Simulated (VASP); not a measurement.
Here is a VASP 6.6.1 calculation.

The input INCAR:

```
SYSTEM = NbAs
ALGO = Normal
DIPOL = 0.5 0.5 0.294
EDIFF = 1E-7
ENCUT = 520
GGA = PS
IDIPOL = 3
ISIF = 2
ISMEAR = -1
LASPH = .True.
LCHARG = .False.
LDIPOL = .True.
LREAL = .False.
LWAVE = .False.
NBANDS = 16
NELM = 80
PREC = Accurate
SIGMA = 0.05
```

The input KPOINTS:

```
k-points
0
Gamma
  7 7 1
  0 0 0
```

Contents of POSCAR:

```
NbAs
1.0
    3.6117000000      0.0000000000      0.0000000000
    0.0000000000      3.6117000000      0.0000000000
    0.0000000000      0.0000000000     23.8000000000
Nb As
1 1
Direct
    0.0000000000      0.0000000000      0.2941200000
    0.5000000000      0.5000000000      0.2941200000
```

Potentials or basis: VASP PAW PBE potentials, release 64 (Nb_sv, As).

Command:

```sh
$ cat potpaw_PBE.64/Nb_sv/POTCAR potpaw_PBE.64/As/POTCAR > POTCAR
$ mpirun -np 1 vasp_std > vasp.out
```

Q: Estimate the band gap on the k mesh.

A: Zero (band 9 reaches -2.69 eV, above the bottom of band 10 at -3.15 eV).
